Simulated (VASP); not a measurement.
A run of VASP 6.6.1 is set up as follows.

File INCAR:

```
PREC = Accurate
ENCUT = 520
EDIFF = 1E-7
ISMEAR = 0
SIGMA = 0.05
LREAL = False
LASPH = True
NELM = 80
ALGO = Normal
ISIF = 2
LWAVE = False
LCHARG = True
LELF = True
LVHAR = True
NBANDS = 19
```

Contents of KPOINTS:

```
Automatic mesh
0
Gamma
  8 8 8
```

Contents of POSCAR:

```
Ca2Si
1.0
    0.0000000000      3.6242863276      3.2566051060
    3.6242863276      0.0000000000      3.2566051060
    3.6242863276      3.6242863276      0.0000000000
Ca Si
2 1
Direct
    0.7500000000      0.7500000000      0.7500000000
    0.2500000000      0.2500000000      0.2500000000
    0.0000000000      0.0000000000      0.0000000000
```

Potentials or basis: VASP PAW LDA potentials, release 64 (Ca_sv, Si).

Command:

```bash
$ cat potpaw_LDA.64/Ca_sv/POTCAR potpaw_LDA.64/Si/POTCAR > POTCAR
$ mpirun -np 1 vasp_std > vasp.out
```

(1) What does it give for the pressure?

(2) Estimate the band gap on the k mesh.

Answers

(1) 0.1 GPa.

(2) 0.09 eV, direct.

Caveat: the cell differs from its parent crystal (mode 6 frozen in at +0.000 Å, strain +e along z and -e/2 along x and y -0.0700).
